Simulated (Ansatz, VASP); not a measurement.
ScAl7N8 in VASP and in Ansatz

```
Al Sc N
1.0
     6.37083    0.00000    0.00000
    -3.18541    5.51730    0.00000
     0.00000    0.00000   10.09987
Al Sc N
14 2 16
Direct
  0.33648 0.16352 0.25073
  0.33648 0.16352 0.75073
  0.16809 0.83404 0.99938
  0.33648 0.67296 0.25073
  0.16809 0.83404 0.49938
  0.33648 0.67296 0.75073
  0.66596 0.33191 0.99938
  0.82704 0.16352 0.25073
  0.66596 0.33191 0.49938
  0.82704 0.16352 0.75073
  0.66596 0.83404 0.99938
  0.83333 0.66667 0.24900
  0.66596 0.83404 0.49938
  0.83333 0.66667 0.74900
  0.16667 0.33333 0.99604
  0.16667 0.33333 0.49604
  0.16667 0.33333 0.20737
  0.34392 0.15608 0.43845
  0.16667 0.33333 0.70737
  0.34392 0.15608 0.93845
  0.16536 0.83268 0.18977
  0.34392 0.68785 0.43845
  0.16536 0.83268 0.68977
  0.34392 0.68785 0.93845
  0.66732 0.33464 0.18977
  0.81215 0.15608 0.43845
  0.66732 0.33464 0.68977
  0.81215 0.15608 0.93845
  0.66732 0.83268 0.18977
  0.83333 0.66667 0.44061
  0.66732 0.83268 0.68977
  0.83333 0.66667 0.94061
```

Alike in both runs: functional PBE; k mesh 4 × 4 × 3; no spin polarisation.

Ansatz relaxed the structure, and its values are those at the end. VASP's run is a single point on that final structure, the one shown.

|  | VASP | Ansatz |
| --- | --- | --- |
| version | VASP 6.6.1 | Ansatz 0.2.0 |
| potentials or method | VASP PAW PBE potentials, release 64 (Al, Sc_sv, N) | scalar-relativistic, plane waves, PAW |
| plane-wave cutoff (eV) | 520 | 420 |
| occupations | gaussian, width 0.01 eV | fixed |
| valence electrons in the cell | 144 | 144 |

```tsv
	VASP	Ansatz	Ansatz less VASP
gap on the k mesh at the Fermi level (eV)	3.88	3.87	-0.009
least direct gap on the mesh (eV)	3.88	3.87	-0.009
pressure (GPa)	-0.1	0.0	+0.09
rms of the force components (eV/Å)	0.018	0.001	-0.0178
```
